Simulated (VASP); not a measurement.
Runs of VASP 6.6.1 on Nb. The structure is that of space group Fm-3m (No. 225), or close to it. The cells are those of the table. 

```csv
task,cell,k mesh for the DOS,occupations for the DOS,gap on the mesh (eV),pressure (GPa)
single point,"a = 2.769 Å, angles 60.0°, 1 atom",-,-,none,53.3
single point,"a = 2.368 Å, angles 60.0°, 1 atom",-,-,none,369.5
single point,"a = 2.649 Å, angles 60.0°, 1 atom",-,-,none,106.8
single point,"a = 2.880 Å, angles 60.0°, 1 atom",-,-,none,(a)
```

Alike in all rows: level PBE; potentials or basis VASP PAW PBE potentials, release 64 (Nb_sv); no spin polarisation; k mesh 17 × 17 × 17; cutoff (eV) 520; smearing fermi-dirac 0.08 eV.

Task: Fill in the values left out.

Result: (a) 20.4.

A k mesh can miss the band edges, and the runs leave out spin-orbit coupling on Nb.

A gap of «none» marks levels without a gap at the run's occupations.
